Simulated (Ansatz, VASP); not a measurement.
## Two plane-wave programs on Nb

File INCAR:

```
PREC     = Accurate       # precision mode
ENCUT    = 520            # plane-wave cutoff, eV
EDIFF    = 1E-6           # SCF threshold, eV
ISMEAR   = 0              # smearing method
SIGMA    = 0.15           # smearing width, eV
LREAL    = F              # projectors in reciprocal space
LASPH    = T              # aspherical terms in the spheres
NELM     = 60             # most SCF steps
ALGO     = Fast           # electronic algorithm
ISIF     = 2              # what is computed and relaxed
LWAVE    = F              # write WAVECAR
LCHARG   = F              # write CHGCAR
GGA      = PS             # functional
NBANDS   = 12             # bands
```

File KPOINTS:

```
regular mesh
0
Gamma
  22 22 22
```

The input POSCAR:

```
Nb
1.0
    0.0000000000      2.1150000000      2.1150000000
    2.1150000000      0.0000000000      2.1150000000
    2.1150000000      2.1150000000      0.0000000000
Nb
1
Direct
    0.0000000000      0.0000000000      0.0000000000
```

Input for Ansatz:

```yaml
crystal:
  lattice:
    - [0.0, 2.115, 2.115]
    - [2.115, 0.0, 2.115]
    - [2.115, 2.115, 0.0]
  atoms:
    - { symbol: Nb, position: [0.0, 0.0, 0.0] }
basis:
  ecutwfc: 420
kpoints:
  mp_grid: { grid: [22, 22, 22] }
hamiltonian:
  xc: pbesol
scf:
  occupations: { method: gaussian, width: 0.15 }
output:
  forces: true
  stress: true
  eigenvalues: true
```

Alike in both runs: task single point; functional PBEsol; k mesh 22 × 22 × 22; occupations gaussian, width 0.15 eV; no spin polarisation.

|  | VASP | Ansatz |
| --- | --- | --- |
| version | VASP 6.6.1 | Ansatz 0.2.0 |
| potentials or method | VASP PAW PBE potentials, release 64 (Nb_sv), cutoff 520 eV | scalar-relativistic, plane waves, PAW |
| valence electrons in the cell | 13 | 13 |

```tsv
	VASP	Ansatz	Ansatz less VASP
gap on the k mesh at the Fermi level (eV)	none	none	-
pressure (GPa)	-7.1	-6.8	+0.30
```

VASP's potentials were made for PBE, not for PBEsol. A gap of «none» marks a metal or a gap that the smearing closes. The functional is the same, so the differences come from potentials, cutoffs and numerics.
